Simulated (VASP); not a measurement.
## H16CO10: single point with PBE+D3(BJ)

The system is H16CO10.

```
CELL_PARAMETERS angstrom
6.74680 0.00000 0.00000
0.00000 6.74680 0.00000
0.00000 0.00000 6.74680
ATOMIC_POSITIONS crystal
O 0.96271 0.76113 0.08644
O 0.33978 0.09776 0.54147
O 0.38851 0.78330 0.99420
O 0.78215 0.03599 0.79312
O 0.04642 0.83422 0.50639
O 0.58678 0.81277 0.37825
O 0.97454 0.42101 0.58220
O 0.51054 0.47113 0.67727
O 0.96131 0.16218 0.21824
O 0.66008 0.34018 0.18241
H 0.84619 0.67084 0.10543
H 0.90576 0.84717 0.98118
H 0.20799 0.04039 0.54876
H 0.42903 0.99733 0.48260
H 0.24717 0.78994 0.97511
H 0.44062 0.72519 0.87529
H 0.80572 0.97913 0.65619
H 0.64097 0.07632 0.79704
H 0.01911 0.81618 0.37381
H 0.02708 0.70294 0.57325
H 0.50949 0.80014 0.25591
H 0.54444 0.70181 0.46395
H 0.06528 0.32830 0.51161
H 0.94080 0.36067 0.71366
H 0.62839 0.39985 0.63437
H 0.41981 0.36560 0.64419
C 0.80634 0.24758 0.20470
```

```yaml
Program: VASP 6.6.1
Task: single point
Functional: PBE
Dispersion: D3(BJ)
Potentials_or_basis: VASP PAW PBE potentials, release 64 (O, H, C)
Cutoff: 520 eV
k_mesh: 1 × 1 × 1
Occupations: fermi-dirac, width 0.05 eV
Spin: no spin polarisation
Dipole_correction: no
Further_INCAR_settings: LREAL = Auto; ALGO = Normal; EDIFF = 1e-06; NBANDS = 59
```

```yaml
Pressure: -1.1 GPa
Largest_force: 3.984 eV/Å
Band_gap_on_the_k_mesh: 4.32 eV
Dispersion_energy_per_atom: -0.035 eV
```

Forces in eV/Å, atoms in the order of the input:
```
O   -1.508 -0.776 -0.631
O    0.579  1.251  0.405
O    0.433  0.502  0.605
O   -0.313 -0.113 -1.070
O    0.267 -0.292  3.964
O   -0.184 -0.086  0.432
O    0.010 -0.625  0.637
O    0.657  0.251 -0.115
O   -1.761  0.966  0.044
O    0.097 -0.223  0.123
H    1.066  0.561  0.158
H    0.222  0.231  0.376
H   -0.095 -0.877 -0.065
H   -0.180 -0.092 -0.140
H   -0.581 -0.124  0.194
H    0.277 -0.538 -0.536
H   -0.071  0.363  1.093
H    0.503 -0.443 -0.061
H   -0.769 -0.456 -3.272
H    0.179  0.690 -0.751
H   -0.143 -0.162 -0.356
H    0.108  0.049 -0.243
H   -0.513  0.491  0.687
H    0.564  0.098 -1.172
H    0.618  0.517  0.014
H   -1.196 -0.580 -0.132
C    1.735 -0.583 -0.188
```

Stress tensor (GPa, compression positive):
```
-1.10  1.09  0.80
 1.09 -1.53  0.62
 0.80  0.62 -0.54
```

Levels at points of the mesh, in eV from the valence-band top:
```csv
k point,band 38,band 39,band 40,band 41,band 42,band 43
"(0.00, 0.00, 0.00)",-0.32,-0.24,0.00,4.32,5.95,6.05
```

Wall time 41 s on 1 thread of Intel(R) Xeon(R) Platinum 8488C (Sapphire Rapids) (shared host), peak memory 0.32 GiB.

Caveat: the k points lie up to 0.93 Å⁻¹ apart.
